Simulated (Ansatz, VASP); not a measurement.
Two plane-wave programs on BaS

```
Ba S
1.0
     0.00000    3.19375    3.06600
     3.19375    0.00000    3.06600
     3.19375    3.19375    0.00000
Ba S
1 1
Cartesian
  0.0000 0.0000 0.0000
  3.1938 3.1938 3.0660
```

Change from the starting cell: strain -0.0400 x Voigt [0, 0, 1, 0, 0, 0], atoms carried along.

Alike in both runs: task single point; functional LDA; k mesh 8 × 8 × 8; occupations gaussian, width 0.05 eV; no spin polarisation.

|  | VASP | Ansatz |
| --- | --- | --- |
| version | VASP 6.6.1 | Ansatz 0.2.0 |
| potentials or method | VASP PAW LDA potentials, release 64 (Ba_sv, S), cutoff 520 eV | scalar-relativistic, plane waves, PAW |
| valence electrons in the cell | 16 | 16 |

|  | VASP | Ansatz | Ansatz less VASP |
| --- | --- | --- | --- |
| gap on the k mesh at the Fermi level (eV) | 1.68 | 1.80 | +0.123 |
| least direct gap on the mesh (eV) | 1.82 | 1.90 | +0.086 |
| pressure (GPa) | 0.3 | -0.5 | -0.75 |
| traceless stress, the component that is largest in VASP (GPa) | 2.95 | 2.68 | -0.268 |

LDA's correlation is that of Perdew and Zunger in VASP and of Perdew and Wang (1992) in Ansatz.

Spin-orbit coupling is off throughout.
